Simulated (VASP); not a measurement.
# Pd (Fm-3m) in VASP: a series of runs, part 2 of 2

VASP 6.6.1.

## 3. Single point, PBE (volume scaled by 0.98)

INCAR reads:

```
  PREC = Accurate
  ENCUT = 520
  EDIFF = 1E-6
  ISMEAR = -1
  SIGMA = 0.05
  LREAL = F
  LASPH = T
  NELM = 100
  ALGO = Normal
  ISIF = 2
  LWAVE = F
  LCHARG = F
  GGA = PE
  NBANDS = 11
```

KPOINTS reads:

```
Automatic mesh
0
Gamma
  18 18 18
```

POSCAR reads:

```
Pd
1.0
    0.0000000000      1.9318465866      1.9318465866
    1.9318465866      0.0000000000      1.9318465866
    1.9318465866      1.9318465866      0.0000000000
Pd
1
Direct
    0.0000000000      0.0000000000      0.0000000000
```

Potentials or basis: VASP PAW PBE potentials, release 64 (Pd).

On the command line:

```
> cat potpaw_PBE.64/Pd/POTCAR > POTCAR
> mpirun -np 1 vasp_std > vasp.out
```

OUTCAR:

```text
PREC = Accurate
   ENCUT = 520
   EDIFF = 1E-6
   ISMEAR = -1
   LREAL = F
   LASPH = T
   NELM = 100
   ISIF = 2
   GGA = PE

 ion  position               nearest neighbor table
   1  0.000  0.000  0.000-

  LATTYP: Found a face centered cubic cell.
 ALAT       =     3.8636931732

  Lattice vectors:

 A1 = (   0.0000000000,   1.9318465866,   1.9318465866)
 A2 = (   1.9318465866,   0.0000000000,   1.9318465866)
 A3 = (   1.9318465866,   1.9318465866,   0.0000000000)

Analysis of symmetry for initial positions (statically):
=====================================================================
 Subroutine PRICEL returns:
 Original cell was already a primitive cell.

 Routine SETGRP: Setting up the symmetry group for a
 face centered cubic supercell.

 Subroutine GETGRP returns: Found 48 space group operations
 (whereof 48 operations were pure point group operations)
 out of a pool of 48 trial point group operations.

The static configuration has the point symmetry O_h .

Analysis of symmetry for dynamics (positions and initial velocities):
[... 158 lines left out ...]
 val. band max:       10.1710354490   @ k =  -0.4444   0.3889   0.1111
 cond. band min:      10.1756786199   @ k =   0.5000   0.4444   0.0000
 fundamental gap:      0.0046431709
 Fermi energy:        10.1737258240

 k-point     1 :       0.0000    0.0000    0.0000
  band No.  band energies     occupation
      1       2.8544      2.00000
      2       7.2268      2.00000
      3       7.2268      2.00000
      4       7.2268      2.00000
      5       8.8981      2.00000
      6       8.8981      2.00000
      7      27.3724      0.00000
      8      32.2803      0.00000
      9      32.2803      0.00000
     10      32.2803      0.00000
     11      36.3109      0.00000
[... 309 lines left out ...]
 k-point    24 :      -0.2222    0.0556    0.0000
  band No.  band energies     occupation
      1       4.5883      2.00000
      2       6.9988      2.00000
      3       7.5618      2.00000
      4       7.5970      2.00000
      5       8.7715      2.00000
      6       9.3187      2.00000
      7      25.2942      0.00000
      8      28.4962      0.00000
      9      32.6581      0.00000
     10      34.9759      0.00000
     11      35.4072      0.00000

 [... further k-points ...]
[... 5 lines left out ...]
  --------------------------------------------------------------------------------------
  -------------------------------------------------------------------------------------
  Total        1.0508404      1.0508404      1.0508404      0.0000000     -0.0000000     -0.0000000
  in kB      116.7614409    116.7614409    116.7614409      0.0000000     -0.0000000     -0.0000000
  external PRESSURE =     116.7614409 kB  Pullay stress =       0.0000000 kB

 VOLUME and BASIS-vectors are now :
 -----------------------------------------------------------------------------
  energy-cutoff  :      520.00
  volume of cell :       14.42
      direct lattice vectors                 reciprocal lattice vectors
     0.000000000  1.931846587  1.931846587    -0.258819724  0.258819724  0.258819724
     1.931846587  0.000000000  1.931846587     0.258819724 -0.258819724  0.258819724
     1.931846587  1.931846587  0.000000000     0.258819724  0.258819724 -0.258819724

 POSITION                                       TOTAL-FORCE (eV/Angst)
 -----------------------------------------------------------------------------------
      0.00000      0.00000      0.00000        -0.000000     -0.000000     -0.000000
 -----------------------------------------------------------------------------------
    total drift:                                0.000000      0.000000      0.000000

  FREE ENERGIE OF THE ION-ELECTRON SYSTEM (eV)
  ---------------------------------------------------
  free  energy   TOTEN  =        -5.1992995814 eV

  energy  without entropy=       -5.1817479157  energy(sigma->0) =       -5.19052375
```

It took 39 s on 1 thread of Intel Xeon 8259CL, shared host; peak memory 0.15 GiB.

What came out:

- Free energy: -5.1993 eV
- Pressure: 11.7 GPa
- Band gap on the k mesh: zero (band 5 reaches 10.48 eV, above the bottom of band 6 at 8.83 eV)

Levels at points of the mesh, in eV from the Fermi level:
```csv
k point,band 1,band 2,band 3,band 4,band 5,band 6,band 7,band 8,band 9,band 10
"(0.00, 0.00, 0.00)",-7.32,-2.95,-2.95,-2.95,-1.28,-1.28,17.20,22.11,22.11,22.11
"(0.50, 0.00, 0.00)",-5.48,-3.00,-3.00,-0.03,-0.03,0.96,7.51,16.56,21.33,21.33
"(0.50, 0.50, 0.00)",-5.59,-5.29,-0.06,0.30,0.30,3.35,11.01,13.33,13.33,21.91
```

## 4. Single point, PBE (volume scaled by 0.99)

INCAR reads:

```
SYSTEM = Pd
ALGO     = Normal         ! electronic algorithm
EDIFF    = 1E-6           ! SCF threshold, eV
ENCUT    = 520            ! plane-wave cutoff, eV
GGA      = PE             ! functional
ISIF     = 2              ! what is computed and relaxed
ISMEAR   = -1             ! smearing method
LASPH    = .TRUE.         ! aspherical terms in the spheres
LCHARG   = .TRUE.         ! write CHGCAR
LELF     = .TRUE.         ! ELF
LREAL    = .FALSE.        ! projectors in reciprocal space
LVHAR    = .TRUE.       
LWAVE    = .FALSE.        ! write WAVECAR
NBANDS   = 11             ! bands
NELM     = 60             ! most SCF steps
PREC     = Accurate       ! precision mode
SIGMA    = 0.05           ! smearing width, eV
```

KPOINTS reads:

```
k-points
0
G
  18 18 18
  0 0 0
```

POSCAR reads:

```
Pd
1.0
    0.0000000000      1.9383952691      1.9383952691
    1.9383952691      0.0000000000      1.9383952691
    1.9383952691      1.9383952691      0.0000000000
Pd
1
Direct
    0.0000000000      0.0000000000      0.0000000000
```

On the command line:

```
> cat potpaw_PBE.64/Pd/POTCAR > POTCAR
> mpirun -np 1 vasp_std > vasp.out
```

Run time: 40 s. Hardware: 1 thread of Intel Xeon 8259CL, shared host; peak memory 0.15 GiB.

The run converged. Its results:

```yaml
Free_energy: -5.2090 eV
Pressure: 9.4 GPa
Band_gap_on_the_k_mesh: zero (band 5 reaches 10.30 eV, above the bottom of band 6 at 8.68 eV)
```

Levels at points of the mesh, in eV from the Fermi level:
```csv
k point,band 2,band 3,band 4,band 5,band 6,band 7,band 8,band 9
"(0.00, 0.00, 0.00)",-2.90,-2.90,-2.90,-1.25,-1.25,17.20,22.05,22.05
"(0.50, 0.00, 0.00)",-2.95,-2.95,-0.03,-0.03,0.99,7.42,16.56,21.23
"(0.50, 0.50, 0.00)",-5.21,-0.06,0.30,0.30,3.35,10.90,13.28,13.28
```

## 5. The runs side by side

| cell | gap on the mesh (eV) | pressure (GPa) |
| --- | --- | --- |
| a = 2.713 Å, angles 60.0°, 1 atom | none | 16.7 |
| a = 2.732 Å, angles 60.0°, 1 atom | none | 11.7 |
| a = 2.741 Å, angles 60.0°, 1 atom | none | 9.4 |

Alike in all rows: task single point; level PBE; potentials or basis VASP PAW PBE potentials, release 64 (Pd); no spin polarisation; k mesh 18 × 18 × 18; cutoff (eV) 520; smearing fermi-dirac 0.05 eV.

Total energies depend on the potentials used, so only differences within one code and one set of settings carry meaning.
